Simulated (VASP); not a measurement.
Write the native input for VASP 6.6.1 that does the following.

```
Task                   : single point
Functional             : PBEsol
Potentials or basis    : VASP PAW PBE potentials, release 64 (Ga_d, Sb)
Cutoff                 : 500 eV
k mesh                 : 6 × 6 × 6
Occupations            : gaussian, width 0.05 eV
Spin                   : no spin polarisation
Dipole correction      : no
Further INCAR settings : ALGO = Normal; EDIFF = 1e-06; NBANDS = 16
```

The structure of GaSb lies in POSCAR:

```
GaSb
1.0
    0.0000000000      3.0403276560      3.0403276560
    3.0403276560      0.0000000000      3.0403276560
    3.0403276560      3.0403276560      0.0000000000
Ga Sb
1 1
Direct
    0.0000000000      0.0000000000      0.0000000000
    0.2500000000      0.2500000000      0.2500000000
```

The input as run:

INCAR

```
SYSTEM = GaSb
PREC = Accurate
ENCUT = 500
EDIFF = 1E-6
ISMEAR = 0
SIGMA = 0.05
LREAL = .FALSE.
LASPH = .TRUE.
NELM = 120
ALGO = Normal
ISIF = 2
LWAVE = .FALSE.
LCHARG = .FALSE.
GGA = PS
NBANDS = 16
GGA_COMPAT = .FALSE.
```

KPOINTS

```
regular mesh
0
G
  6 6 6
  0 0 0
```

Potentials or basis: VASP PAW PBE potentials, release 64 (Ga_d, Sb).

Command:

```sh
$ cat potpaw_PBE.64/Ga_d/POTCAR potpaw_PBE.64/Sb/POTCAR > POTCAR
$ mpirun -np 1 vasp_std > vasp.out
```

It gave:

```yaml
Pressure: 0.9 GPa
Band_gap_on_the_k_mesh: 0.12 eV, direct
```

Caveat: the PAW data sets were made with another functional, which shifts forces and pressure a little; spin-orbit coupling is left out, which moves the levels of the heavy elements.

Run time: 9 s on 1 thread of AMD EPYC 7R13 Processor (Zen 3) (shared host), peak memory 0.15 GiB.
